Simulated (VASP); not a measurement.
# VN (l.b) (Fm-3m) in VASP: a series of runs, part 3 of 3

VASP 6.6.1. Earlier steps stand in the parts before.

## Step 6: Relaxation of cell and atoms, LDA

This run uses another cell than the first one, of 8.26 Å³/atom, 0.973 times its volume.

INCAR

```
PREC = Accurate
ENCUT = 600
EDIFF = 1E-7
ISMEAR = 0
SIGMA = 0.1
LREAL = F
LASPH = T
NELM = 120
ALGO = Normal
ISIF = 3
LWAVE = F
LCHARG = F
IBRION = 2
NSW = 100
EDIFFG = -0.002
GGA_COMPAT = F
NELMIN = 4
```

KPOINTS

```
regular mesh
0
Gamma
  18 18 18
```

POSCAR

```
VN
1.0
    0.0000000000      2.0214115156      2.0214115156
    2.0214115156      0.0000000000      2.0214115156
    2.0214115156      2.0214115156      0.0000000000
V N
1 1
Direct
    0.0000000000      0.0000000000      0.0000000000
    0.5000000000      0.5000000000      0.5000000000
```

Potentials or basis: VASP PAW LDA potentials, release 64 (V_sv, N).

Run with:

```bash
$ cat potpaw_LDA.64/V_sv/POTCAR potpaw_LDA.64/N/POTCAR > POTCAR
$ mpirun -np 1 vasp_std > vasp.out
```

OUTCAR:

```text
PREC = Accurate
   ENCUT = 600
   EDIFF = 1E-7
   ISMEAR = 0
   LREAL = F
   LASPH = T
   NELM = 120
   ISIF = 3
   IBRION = 2
   NSW = 100
   EDIFFG = -0.002
   NELMIN = 4

 ion  position               nearest neighbor table
   1  0.000  0.000  0.000-   2 2.02   2 2.02   2 2.02   2 2.02   2 2.02   2 2.02
   2  0.500  0.500  0.500-   1 2.02   1 2.02   1 2.02   1 2.02   1 2.02   1 2.02

  LATTYP: Found a face centered cubic cell.
 ALAT       =     4.0428230312

  Lattice vectors:

 A1 = (   0.0000000000,   2.0214115156,   2.0214115156)
 A2 = (   2.0214115156,   0.0000000000,   2.0214115156)
 A3 = (   2.0214115156,   2.0214115156,   0.0000000000)

Analysis of symmetry for initial positions (statically):
=====================================================================
 Subroutine PRICEL returns:
 Original cell was already a primitive cell.

 Routine SETGRP: Setting up the symmetry group for a
 face centered cubic supercell.

 Subroutine GETGRP returns: Found 48 space group operations
 (whereof 48 operations were pure point group operations)
 out of a pool of 48 trial point group operations.

The static configuration has the point symmetry O_h .

Analysis of symmetry for dynamics (positions and initial velocities):
=====================================================================
 Subroutine PRICEL returns:
 Original cell was already a primitive cell.

 Routine SETGRP: Setting up the symmetry group for a
 face centered cubic supercell.

 Subroutine GETGRP returns: Found 48 space group operations
 (whereof 48 operations were pure point group operations)
 out of a pool of 48 trial point group operations.

The dynamic configuration has the point symmetry O_h .

 Subroutine INISYM returns: Found 48 space group operations
 (whereof 48 operations are pure point group operations),
 and found     1 'primitive' translations

----------------------------------------------------------------------------------------

                                     Primitive cell

[... 128 lines left out ...]

--------------------------------------- Ionic step        1  -------------------------------------------

 number of electron      18.0000000 magnetization

 Free energy of the ion-electron system (eV)
  ---------------------------------------------------
  ext. energy  EPLUGINS =         0.00000000
  ---------------------------------------------------
  free energy    TOTEN  =       -21.52835400 eV

  energy without entropy =      -21.52187944  energy(sigma->0) =      -21.52511672

------------------------ aborting loop because EDIFF is reached ----------------------------------------

  FORCE on cell =-STRESS in cart. coord.  units (eV):
  Direction    XX          YY          ZZ          XY          YZ          ZX
  --------------------------------------------------------------------------------------
  -------------------------------------------------------------------------------------
  Total        0.1088714      0.1088714      0.1088714      0.0000000      0.0000000      0.0000000
  in kB       10.5591786     10.5591786     10.5591786      0.0000000      0.0000000      0.0000000
  external PRESSURE =      10.5591786 kB  Pullay stress =       0.0000000 kB
[... 59 lines left out ...]
--------------------------------------- Ionic step        3  -------------------------------------------

 number of electron      18.0000001 magnetization

 Free energy of the ion-electron system (eV)
  ---------------------------------------------------
  ext. energy  EPLUGINS =         0.00000000
  ---------------------------------------------------
  free energy    TOTEN  =       -21.52851474 eV

  energy without entropy =      -21.52200689  energy(sigma->0) =      -21.52526082

 E-fermi :  12.5721     XC(G=0): -14.2825

 val. band max:       12.5697106070   @ k =   0.1111   0.0556   0.0000
 cond. band min:      12.5722620781   @ k =  -0.3333   0.1111   0.0000
 fundamental gap:      0.0025514712
 Fermi energy:        12.5720575801

 k-point     1 :       0.0000    0.0000    0.0000
  band No.  band energies     occupation
      1     -52.0776      2.00000
      2     -26.0943      2.00000
      3     -26.0943      2.00000
      4     -26.0943      2.00000
      5      -5.5781      2.00000
      6      10.2651      2.00000
      7      10.2651      2.00000
      8      10.2651      2.00000
      9      10.8936      2.00000
     10      10.8936      2.00000
     11      10.8936      2.00000
     12      12.0220      2.00000
     13      12.0220      2.00000
[... 354 lines left out ...]
  band No.  band energies     occupation
      1     -52.0287      2.00000
      2     -26.3974      2.00000
      3     -26.1428      2.00000
      4     -26.1133      2.00000
      5      -4.3462      2.00000
      6       6.3005      2.00000
      7       7.3215      2.00000
      8       7.6633      2.00000
      9      11.7708      2.00000
     10      12.1183      2.00000
     11      12.7105      0.05029
     12      14.9256      0.00000
     13      15.9690      0.00000

 [... further k-points ...]
[... 5 lines left out ...]
  --------------------------------------------------------------------------------------
  -------------------------------------------------------------------------------------
  Total       -0.0017406     -0.0017406     -0.0017406     -0.0000000      0.0000000     -0.0000000
  in kB       -0.1683272     -0.1683272     -0.1683272     -0.0000000      0.0000000     -0.0000000
  external PRESSURE =      -0.1683272 kB  Pullay stress =       0.0000000 kB
[... 17 lines left out ...]
  FREE ENERGIE OF THE ION-ELECTRON SYSTEM (eV)
  ---------------------------------------------------
  free  energy   TOTEN  =       -21.5285147398 eV

  energy  without entropy=      -21.5220068914  energy(sigma->0) =      -21.52526082

 reached required accuracy - stopping structural energy minimisation
```

OSZICAR:

```text
N       E                     dE             d eps       ncg     rms          rms(c)
DAV:   1     0.159989357613E+03    0.15999E+03   -0.10946E+04  5070   0.176E+03
[... 25 lines left out ...]
DAV:   1    -0.215339111466E+02   -0.58569E-02   -0.12406E-01  5075   0.575E+00    0.954E-01
DAV:   2    -0.215300006362E+02    0.39105E-02   -0.25273E-02  5080   0.259E+00    0.277E-01
DAV:   3    -0.215286905981E+02    0.13100E-02   -0.44810E-03  6104   0.831E-01    0.135E-01
DAV:   4    -0.215285272292E+02    0.16337E-03   -0.71923E-04  5395   0.383E-01    0.565E-02
DAV:   5    -0.215285190763E+02    0.81529E-05   -0.49732E-05  5125   0.905E-02    0.192E-02
DAV:   6    -0.215285147127E+02    0.43636E-05   -0.14766E-05  5315   0.366E-02    0.579E-03
DAV:   7    -0.215285147398E+02   -0.27060E-07   -0.38362E-07  5107   0.762E-03
   3 F= -.21528515E+02 E0= -.21525261E+02  d E =-.160742E-03
```

Wall time 32 s (1 thread of Intel Xeon 6975P-C (Granite Rapids), shared host); peak memory 0.17 GiB.

What came out:

```
Free energy                            : -21.5285 eV
Relaxed volume                         : 8.28 Å³/atom
Relaxed cell                           : a = 2.861 Å, b = 2.861 Å, c = 2.861 Å, α = 60.00°, β = 60.00°, γ = 60.00°
Space group after relaxing (to 0.05 Å) : Fm-3m (No. 225)
Energy gained by relaxing              : 0.1 meV/atom
Ionic steps                            : 3
Pressure after relaxing                : 0.0 GPa
```

Step by step:
| step | energy change (eV) | largest force (eV/Å) | pressure (GPa) | volume (Å³) |
| --- | --- | --- | --- | --- |
| 1 | 0.0000 | 0.0000 | 1.06 | 16.52 |
| 2 | 0.0003 | 0.0000 | -1.75 | 16.65 |
| 3 | -0.0002 | 0.0000 | -0.02 | 16.57 |

Final structure:
```yaml
crystal:
  lattice:
    - [0.00000, 2.02336, 2.02336]
    - [2.02336, 0.00000, 2.02336]
    - [2.02336, 2.02336, 0.00000]
  atoms:
    - { symbol: V, position: [0.00000, 0.00000, 0.00000] }
    - { symbol: N, position: [0.50000, 0.50000, 0.50000] }
```

Caveat: the bands computed are all filled at some k points, so no gap is given; the run has no spin polarisation, though such a crystal can be magnetic.

## Step 7: Summary

```csv
task,cell,k mesh,gap on the mesh (eV),pressure (GPa),relaxed volume (Å³/atom)
single point,"a = 2.885 Å, angles 60.0°, 2 atoms",8 × 8 × 8,none,-8.5,-
single point,"a = 2.859 Å, angles 60.0°, 2 atoms",8 × 8 × 8,none,1.1,-
relaxation of cell and atoms,"relaxed from a = 2.885 Å, angles 60.0°, 2 atoms",8 × 8 × 8,-,-0.1,8.29
single point,"a = 2.858 Å, angles 60.0°, 2 atoms",18 × 18 × 18,none,1.1,-
relaxation of cell and atoms,"relaxed from a = 2.859 Å, angles 60.0°, 2 atoms",18 × 18 × 18,-,0.0,8.28
```

Alike in all rows: level LDA; potentials or basis VASP PAW LDA potentials, release 64 (V_sv, N); no spin polarisation; cutoff (eV) 600; smearing gaussian 0.1 eV.

Caveats: the run has no spin polarisation, though such a crystal can be magnetic; the bands computed are all filled at some k points, so no gap is given (some runs).

Total energies depend on the potentials used, so only differences within one code and one set of settings carry meaning.
